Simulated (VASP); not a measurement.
# InAs (F-43m) in VASP: a series of runs

InAs is run at these levels: PBEsol; tasks: single point.

Program: VASP 6.6.1. These are calculated values, not measurements. Logs are shortened: lines on timing, memory, paths and dates and some standing lists are left out, and cuts for length are marked.

## Step 1: The cell of the first run

The structure is cubic, space group F-43m (No. 216). The conventional cell has a = 6.107 Å, b = 6.107 Å, c = 6.107 Å, α = 90.00°, β = 90.00°, γ = 90.00°. Within 3.5 Å of In (site symmetry -43m) lie 4 As at 2.64 Å. Within 3.5 Å of As (site symmetry -43m) lie 4 In at 2.64 Å.

## Step 2: Single point, PBEsol

INCAR

```
ALGO     = Normal         # electronic algorithm
EDIFF    = 1E-6           # SCF threshold, eV
ENCUT    = 520            # plane-wave cutoff, eV
GGA      = PS             # functional
ISIF     = 2              # what is computed and relaxed
ISMEAR   = 0              # smearing method
LASPH    = True           # aspherical terms in the spheres
LCHARG   = False          # write CHGCAR
LREAL    = False          # projectors in reciprocal space
LWAVE    = False          # write WAVECAR
NBANDS   = 16             # bands
NELM     = 80             # most SCF steps
PREC     = Accurate       # precision mode
SIGMA    = 0.1            # smearing width, eV
```

KPOINTS

```
k-points
0
Gamma
  6 6 6
```

POSCAR

```
InAs
1.0
    0.0000000000      3.0535616600      3.0535616600
    3.0535616600      0.0000000000      3.0535616600
    3.0535616600      3.0535616600      0.0000000000
In As
1 1
Direct
    0.2500000000      0.2500000000      0.2500000000
    0.0000000000      0.0000000000      0.0000000000
```

Potentials or basis: VASP PAW PBE potentials, release 64 (In_d, As).

The run is started by

```console
$ cat potpaw_PBE.64/In_d/POTCAR potpaw_PBE.64/As/POTCAR > POTCAR
$ mpirun -np 1 vasp_std > vasp.out
```

OUTCAR:

```text
EDIFF = 1E-6
   ENCUT = 520
   GGA = PS
   ISIF = 2
   ISMEAR = 0
   LASPH = True
   LREAL = False
   NELM = 80
   PREC = Accurate

 ion  position               nearest neighbor table
   1  0.250  0.250  0.250-   2 2.64   2 2.64   2 2.64   2 2.64
   2  0.000  0.000  0.000-   1 2.64   1 2.64   1 2.64   1 2.64

  LATTYP: Found a face centered cubic cell.
 ALAT       =     6.1071233200

  Lattice vectors:

 A1 = (   0.0000000000,   3.0535616600,   3.0535616600)
 A2 = (   3.0535616600,   0.0000000000,   3.0535616600)
 A3 = (   3.0535616600,   3.0535616600,   0.0000000000)

Analysis of symmetry for initial positions (statically):
=====================================================================
 Subroutine PRICEL returns:
 Original cell was already a primitive cell.

 Routine SETGRP: Setting up the symmetry group for a
 face centered cubic supercell.

 Subroutine GETGRP returns: Found 24 space group operations
 (whereof 24 operations were pure point group operations)
 out of a pool of 48 trial point group operations.

The static configuration has the point symmetry T_d .

Analysis of symmetry for dynamics (positions and initial velocities):
=====================================================================
 Subroutine PRICEL returns:
 Original cell was already a primitive cell.

 Routine SETGRP: Setting up the symmetry group for a
 face centered cubic supercell.

 Subroutine GETGRP returns: Found 24 space group operations
 (whereof 24 operations were pure point group operations)
 out of a pool of 48 trial point group operations.

The dynamic configuration has the point symmetry T_d .

 Subroutine INISYM returns: Found 24 space group operations
 (whereof 24 operations are pure point group operations),
 and found     1 'primitive' translations

----------------------------------------------------------------------------------------

                                     Primitive cell

  volume of cell :      56.9443

  direct lattice vectors                    reciprocal lattice vectors
     0.000000000  3.053561660  3.053561660    -0.163743214  0.163743214  0.163743214
     3.053561660  0.000000000  3.053561660     0.163743214 -0.163743214  0.163743214
     3.053561660  3.053561660  0.000000000     0.163743214  0.163743214 -0.163743214

  length of vectors
     4.318388313  4.318388313  4.318388313     0.283611566  0.283611566  0.283611566

  position of ions in fractional coordinates (direct lattice)
     0.250000000  0.250000000  0.250000000
     0.000000000  0.000000000  0.000000000

  ion indices of the primitive-cell ions
   primitive index   ion index
                 1           1
                 2           2

----------------------------------------------------------------------------------------

 KPOINTS: k-points

Automatic generation of k-mesh.
 Grid dimensions read from file:
 generate k-points for:    6    6    6

 Generating k-lattice:

  Cartesian coordinates                     Fractional coordinates (reciprocal lattice)
    -0.027290536  0.027290536  0.027290536     0.166666667  0.000000000  0.000000000
     0.027290536 -0.027290536  0.027290536     0.000000000  0.166666667  0.000000000
     0.027290536  0.027290536 -0.027290536     0.000000000  0.000000000  0.166666667

  Length of vectors
     0.047268594  0.047268594  0.047268594

  Shift w.r.t. Gamma in fractional coordinates (k-lattice)
     0.000000000  0.000000000  0.000000000

 Subroutine IBZKPT returns following result:
 ===========================================

 Found     16 irreducible k-points:

 Following reciprocal coordinates:
            Coordinates               Weight
  0.000000  0.000000  0.000000      1.000000
  0.166667  0.000000  0.000000      8.000000
  0.333333  0.000000  0.000000      8.000000
  0.500000  0.000000  0.000000      4.000000
  0.166667  0.166667  0.000000      6.000000
  0.333333  0.166667  0.000000     24.000000
[... 8 lines left out ...]
 -0.333333  0.333333  0.166667     24.000000
 -0.333333  0.500000  0.166667     12.000000
   k-points           NKPTS =     16   k-points in BZ     NKDIM =     16   number of bands    NBANDS=     16
   number of dos      NEDOS =    301   number of ions     NIONS =      2
   total plane-waves  NPLWV =  32768
   dimension x,y,z NGX =    32 NGY =   32 NGZ =   32
   dimension x,y,z NGXF=    64 NGYF=   64 NGZF=   64
   ions per type =               1   1
   NGX,Y,Z   is equivalent  to a cutoff of  12.32, 12.32, 12.32 a.u.
   NGXF,Y,Z  is equivalent  to a cutoff of  24.64, 24.64, 24.64 a.u.
 SYSTEM =  unknown system
   PREC   = accura    normal or accurate (medium, high low for compatibility)
   ISTART =      0    job   : 0-new  1-cont  2-samecut
   ICHARG =      2    charge: 1-file 2-atom 10-const
   ISPIN  =      1    spin polarized calculation?
   LNONCOLLINEAR =      F non collinear calculations
   LSORBIT =      F    spin-orbit coupling
   LASPH  =      T    aspherical Exc in radial PAW
   ENCUT  =  520.0 eV  38.22 Ry    6.18 a.u.   8.03  8.03  8.03*2*pi/ulx,y,z
   NELM   =     80;   NELMIN=  2; NELMDL= -5     # of ELM steps
   EDIFF  = 0.1E-05   stopping-criterion for ELM
   LREAL  =      F    real-space projection
   EDIFFG = 0.1E-04   stopping-criterion for IOM
   NSW    =      0    number of steps for IOM
   IBRION =     -1    ionic relax: 0-MD 1-quasi-New 2-CG
   NFREE  =      0    steps in history (QN), initial steepest desc. (CG)
   ISIF   =      2    stress and relaxation
   ISYM   =      2    0-nonsym 1-usesym 2-fastsym
   POTIM  = 0.5000    time-step for ionic-motion
   TEBEG  =    0.0;   TEEND  =   0.0 temperature during run
   PSTRESS=    0.0 pullay stress
   NELECT =      18.0000    total number of electrons
   NUPDOWN=      -1.0000    fix difference up-down
   EMIN   =  10.00;   EMAX   =-10.00  energy-range for DOS
   EFERMI =   0.00;   METHOD = LEGACY
   ISMEAR =     0;   SIGMA  =   0.10  broadening in eV -4-tet -1-fermi 0-gaus
   EFERMI_NEDOS =   21; number of points for ismear=-14 and -15
   IALGO  =     38    algorithm
   IMIX   =      4    mixing-type and parameters
     AMIX     =   0.40;   BMIX     =  1.00
     AMIX_MAG =   1.60;   BMIX_MAG =  1.00
  volume/ion in A,a.u.               =      28.47       192.14
  Fermi-wavevector in a.u.,A,eV,Ry     =   1.115190  2.107404 16.920877  1.243649
  Thomas-Fermi vector in A             =   2.251793
   LORBIT       =      0    0 simple, 1 ext, 2 COOP (PROOUT), +10 PAW based schemes
   GGA     = PS    functional components
   LHFCALC =     F    Hartree Fock is set to
   AEXX    =    0.0000 exact exchange contribution
   IVDW    =     0    specifies the selected vdW correction
   LEPSILON=     F    determine dielectric tensor
   LRPA    =     F    only Hartree local field effects (RPA)
 non-spin polarized calculation
 Gauss-broadening in eV      SIGMA  =   0.10
  energy-cutoff  :      520.00
  volume of cell :       56.94
 maximum number of plane-waves:      1544
   NGX = 17   NGY = 17   NGZ = 17

 number of electron      17.9999995 magnetization

 Free energy of the ion-electron system (eV)
  ---------------------------------------------------
  ext. energy  EPLUGINS =         0.00000000
  ---------------------------------------------------
  free energy    TOTEN  =        -8.47130281 eV

  energy without entropy =       -8.47058857  energy(sigma->0) =       -8.47094569

 E-fermi :   4.1163     XC(G=0):  -9.1522

 val. band max:        4.0858065816   @ k =   0.0000   0.0000   0.0000
 cond. band min:       4.8931963591   @ k =   0.5000   0.0000   0.0000
 fundamental gap:      0.8073897775
 Fermi energy:         4.1162648044

 k-point     1 :       0.0000    0.0000    0.0000
  band No.  band energies     occupation
      1     -10.1960      2.00000
      2     -10.1960      2.00000
      3     -10.1960      2.00000
      4     -10.0804      2.00000
      5     -10.0804      2.00000
      6      -7.6158      2.00000
[... 8 lines left out ...]
     15      13.6691      0.00000
     16      13.6691      0.00000

 k-point     2 :       0.1667    0.0000    0.0000
  band No.  band energies     occupation
      1     -10.2267      2.00000
      2     -10.1871      2.00000
      3     -10.1871      2.00000
      4     -10.0805      2.00000
      5     -10.0805      2.00000
      6      -7.3461      2.00000
[... 8 lines left out ...]
     15      12.5796      0.00000
     16      12.5796      0.00000

 k-point     3 :       0.3333    0.0000    0.0000
  band No.  band energies     occupation
      1     -10.2829      2.00000
      2     -10.1725      2.00000
      3     -10.1725      2.00000
      4     -10.0769      2.00000
      5     -10.0769      2.00000
      6      -6.6775      2.00000
[... 8 lines left out ...]
     15      13.0367      0.00000
     16      13.0367      0.00000

 k-point     4 :       0.5000    0.0000    0.0000
  band No.  band energies     occupation
      1     -10.3090      2.00000
      2     -10.1672      2.00000
      3     -10.1672      2.00000
      4     -10.0731      2.00000
      5     -10.0731      2.00000
      6      -6.2202      2.00000
[... 8 lines left out ...]
     15      14.6670      0.00000
     16      14.6670      0.00000
[... 172 lines left out ...]
 k-point    14 :       0.5000    0.3333    0.1667
  band No.  band energies     occupation
      1     -10.3214      2.00000
      2     -10.1558      2.00000
      3     -10.1443      2.00000
      4     -10.0941      2.00000
      5     -10.0700      2.00000
      6      -6.1718      2.00000
[... 8 lines left out ...]
     15      14.4700      0.00000
     16      15.7980      0.00000

 k-point    15 :      -0.3333    0.3333    0.1667
  band No.  band energies     occupation
      1     -10.3330      2.00000
      2     -10.1554      2.00000
      3     -10.1367      2.00000
      4     -10.0904      2.00000
      5     -10.0734      2.00000
      6      -5.8221      2.00000
[... 8 lines left out ...]
     15      14.7154      0.00000
     16      15.6563      0.00000

 k-point    16 :      -0.3333    0.5000    0.1667
  band No.  band energies     occupation
      1     -10.3483      2.00000
      2     -10.1431      2.00000
      3     -10.1270      2.00000
      4     -10.1005      2.00000
      5     -10.0680      2.00000
      6      -5.6708      2.00000
[... 8 lines left out ...]
     15      15.5108      0.00000
     16      15.6988      0.00000

------------------------ aborting loop because EDIFF is reached ----------------------------------------

  FORCE on cell =-STRESS in cart. coord.  units (eV):
  Direction    XX          YY          ZZ          XY          YZ          ZX
  --------------------------------------------------------------------------------------
  -------------------------------------------------------------------------------------
  Total       -0.1371061     -0.1371061     -0.1371061      0.0000000      0.0000000     -0.0000000
  in kB       -3.8575996     -3.8575996     -3.8575996      0.0000000      0.0000000     -0.0000000
  external PRESSURE =      -3.8575996 kB  Pullay stress =       0.0000000 kB

 VOLUME and BASIS-vectors are now :
 -----------------------------------------------------------------------------
  energy-cutoff  :      520.00
  volume of cell :       56.94
      direct lattice vectors                 reciprocal lattice vectors
     0.000000000  3.053561660  3.053561660    -0.163743214  0.163743214  0.163743214
     3.053561660  0.000000000  3.053561660     0.163743214 -0.163743214  0.163743214
     3.053561660  3.053561660  0.000000000     0.163743214  0.163743214 -0.163743214

 POSITION                                       TOTAL-FORCE (eV/Angst)
 -----------------------------------------------------------------------------------
      1.52678      1.52678      1.52678         0.000000      0.000000      0.000000
      0.00000      0.00000      0.00000        -0.000000     -0.000000     -0.000000
 -----------------------------------------------------------------------------------
    total drift:                                0.000000      0.000000     -0.000000

  FREE ENERGIE OF THE ION-ELECTRON SYSTEM (eV)
  ---------------------------------------------------
  free  energy   TOTEN  =        -8.4713028080 eV

  energy  without entropy=       -8.4705885732  energy(sigma->0) =       -8.47094569
```

It took 15 s on 1 thread of Intel Xeon 8259CL, shared host; peak memory 0.18 GiB.

What came out:

| Quantity | Value |
| --- | --- |
| Free energy | -8.4713 eV |
| Pressure | -0.4 GPa |
| Band gap on the k mesh | zero (filled and empty bands touch) |

Caveat: semilocal functionals underestimate gaps, so a narrow gap can read as zero; the PAW data sets were made with another functional, which shifts forces and pressure a little; spin-orbit coupling is left out, which moves the levels of the heavy elements.

(Continued in part 2 of 2.)
